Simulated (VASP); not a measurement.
# Zn (Pm-3m) in VASP: a series of runs, part 2 of 2

VASP 6.6.1. The steps go on from the part before.

## (3) Single point, r2SCAN

This run uses another cell than the first one, of 15.88 Å³/atom.

Input file POSCAR:

```
Zn
1.0
    2.5136999002      0.0000000000      0.0000000000
    0.0000000000      2.5136999002      0.0000000000
    0.0000000000      0.0000000000      2.5136999002
Zn
1
Direct
    0.0000000000      0.0000000000      0.0000000000
```

Input file INCAR.step1:

```
PREC     = Accurate       # precision mode
ENCUT    = 520            # plane-wave cutoff, eV
ISMEAR   = 0              # smearing method
SIGMA    = 0.1            # smearing width, eV
LREAL    = False          # projectors in reciprocal space
LASPH    = True           # aspherical terms in the spheres
NELM     = 100            # most SCF steps
NBANDS   = 12             # bands
GGA      = PE             # functional
ALGO     = Normal         # electronic algorithm
EDIFF    = 1E-4           # SCF threshold, eV
LWAVE    = True           # write WAVECAR
LCHARG   = False          # write CHGCAR
```

Input file INCAR.step2:

```
PREC     = Accurate       # precision mode
ENCUT    = 520            # plane-wave cutoff, eV
EDIFF    = 1E-6           # SCF threshold, eV
ISMEAR   = 0              # smearing method
SIGMA    = 0.1            # smearing width, eV
LREAL    = False          # projectors in reciprocal space
LASPH    = True           # aspherical terms in the spheres
NELM     = 100            # most SCF steps
ALGO     = Normal         # electronic algorithm
ISIF     = 2              # what is computed and relaxed
LWAVE    = False          # write WAVECAR
LCHARG   = False          # write CHGCAR
METAGGA  = R2SCAN         # meta-GGA
LMIXTAU  = True         
NBANDS   = 12             # bands
ISTART   = 1
```

Input file KPOINTS:

```
regular mesh
0
Gamma
  8 8 8
```

Potentials or basis: VASP PAW PBE potentials, release 64 (Zn).

Command:

```
$ cat potpaw_PBE.64/Zn/POTCAR > POTCAR
$ cp INCAR.step1 INCAR
$ mpirun -np 1 vasp_std > vasp.out
$ cp INCAR.step2 INCAR
$ mpirun -np 1 vasp_std > vasp.out
```

OUTCAR:

```text
PREC = Accurate
   ENCUT = 520
   EDIFF = 1E-6
   ISMEAR = 0
   LREAL = False
   LASPH = True
   NELM = 100
   ISIF = 2
   METAGGA = R2SCAN
   ISTART = 1

 ion  position               nearest neighbor table
   1  0.000  0.000  0.000-

  LATTYP: Found a simple cubic cell.
 ALAT       =     2.5136999002

  Lattice vectors:

 A1 = (   2.5136999002,   0.0000000000,   0.0000000000)
 A2 = (   0.0000000000,   2.5136999002,   0.0000000000)
 A3 = (   0.0000000000,   0.0000000000,   2.5136999002)

Analysis of symmetry for initial positions (statically):
=====================================================================
 Subroutine PRICEL returns:
 Original cell was already a primitive cell.

 Routine SETGRP: Setting up the symmetry group for a
 simple cubic supercell.

 Subroutine GETGRP returns: Found 48 space group operations
 (whereof 48 operations were pure point group operations)
 out of a pool of 48 trial point group operations.

The static configuration has the point symmetry O_h .

[... 167 lines left out ...]
  band No.  band energies     occupation
      1      -7.8084      2.00000
      2      -6.1830      2.00000
      3      -6.1830      2.00000
      4      -4.6799      2.00000
      5      -4.6799      2.00000
      6      -4.6799      2.00000
      7      16.5835      0.00000
      8      16.5835      0.00000
      9      16.5835      0.00000
     10      19.3451      0.00000
     11      19.3451      0.00000
     12      23.6490      0.00000
[... 331 lines left out ...]
 k-point    24 :       0.5000    0.3750    0.1250
  band No.  band energies     occupation
      1      -6.0017      2.00000
      2      -5.6101      2.00000
      3      -5.1951      2.00000
      4      -5.1175      2.00000
      5      -4.5317      2.00000
      6       2.5328      1.92222
      7       3.2088      0.00000
      8       9.0870      0.00000
      9      11.4631      0.00000
     10      22.1452      0.00000
     11      22.7739      0.00000
     12      28.1023      0.00000

 [... further k-points ...]

------------------------ aborting loop because EDIFF is reached ----------------------------------------

  FORCE on cell =-STRESS in cart. coord.  units (eV):
  Direction    XX          YY          ZZ          XY          YZ          ZX
  --------------------------------------------------------------------------------------
  -------------------------------------------------------------------------------------
  Total        0.7111851      0.7111851      0.7111851      0.0000000      0.0000000     -0.0000000
  in kB       71.7386068     71.7386068     71.7386068      0.0000000      0.0000000     -0.0000000
  external PRESSURE =      71.7386068 kB  Pullay stress =       0.0000000 kB

 VOLUME and BASIS-vectors are now :
 -----------------------------------------------------------------------------
  energy-cutoff  :      520.00
  volume of cell :       15.88
      direct lattice vectors                 reciprocal lattice vectors
     2.513699900  0.000000000  0.000000000     0.397819962  0.000000000  0.000000000
     0.000000000  2.513699900  0.000000000     0.000000000  0.397819962  0.000000000
     0.000000000  0.000000000  2.513699900     0.000000000  0.000000000  0.397819962

 POSITION                                       TOTAL-FORCE (eV/Angst)
 -----------------------------------------------------------------------------------
      0.00000      0.00000      0.00000         0.000000      0.000000      0.000000
 -----------------------------------------------------------------------------------
    total drift:                               -0.000000      0.000000      0.000000

  FREE ENERGIE OF THE ION-ELECTRON SYSTEM (eV)
  ---------------------------------------------------
  free  energy   TOTEN  =        -8.5908815150 eV

  energy  without entropy=       -8.5886933007  energy(sigma->0) =       -8.58978741
```

OSZICAR.step1:

```text
N       E                     dE             d eps       ncg     rms          rms(c)
DAV:   1     0.443058844515E+02    0.44306E+02   -0.66117E+03   868   0.159E+03
DAV:   2     0.577124161011E+00   -0.43729E+02   -0.41504E+02   868   0.218E+02
DAV:   3    -0.930108871819E+00   -0.15072E+01   -0.15044E+01   956   0.406E+01
DAV:   4    -0.933578143169E+00   -0.34693E-02   -0.34691E-02   968   0.188E+00
DAV:   5    -0.933580729210E+00   -0.25860E-05   -0.25856E-05   684   0.523E-02    0.271E+00
DAV:   6    -0.839763398316E+00    0.93817E-01   -0.49028E-01   984   0.139E+01    0.194E+00
DAV:   7    -0.834035990192E+00    0.57274E-02   -0.10670E-02   896   0.194E+00    0.979E-01
DAV:   8    -0.831567095555E+00    0.24689E-02   -0.13065E-03   980   0.434E-01    0.250E-02
DAV:   9    -0.831565915475E+00    0.11801E-05   -0.79511E-05   556   0.126E-01
   1 F= -.83156592E+00 E0= -.83056896E+00  d E =-.199392E-02
```

Run time: 22 s. Hardware: 1 thread of Intel Xeon Platinum 8375C at 2.90GHz (Ice Lake), shared host; peak memory 0.13 GiB.

Results:

```yaml
Free_energy: -8.5909 eV
Pressure: 7.2 GPa
Band_gap_on_the_k_mesh: zero (bands 6 and 7 overlap by 9.19 eV)
```

Levels at points of the mesh, in eV from the Fermi level:
| k point | band 2 | band 3 | band 4 | band 5 | band 6 | band 7 | band 8 | band 9 | band 10 | band 11 |
| --- | --- | --- | --- | --- | --- | --- | --- | --- | --- | --- |
| (0.00, 0.00, 0.00) | -8.84 | -8.84 | -7.34 | -7.34 | -7.34 | 13.93 | 13.93 | 13.93 | 16.69 | 16.69 |
| (0.50, 0.00, 0.00) | -8.63 | -7.78 | -7.78 | -7.30 | -3.61 | -3.04 | 19.34 | 19.34 | 21.36 | 21.86 |
| (0.50, 0.50, 0.00) | -8.44 | -7.70 | -7.70 | -6.98 | 1.23 | 1.23 | 3.46 | 6.69 | 25.55 | 26.39 |
| (0.50, 0.50, 0.50) | -8.52 | -8.52 | -6.96 | -6.96 | 6.16 | 6.16 | 6.16 | 11.59 | 11.59 | 11.59 |

Caveat: the cell stands under pressure; the PAW data sets were made with another functional, which shifts forces and pressure a little.
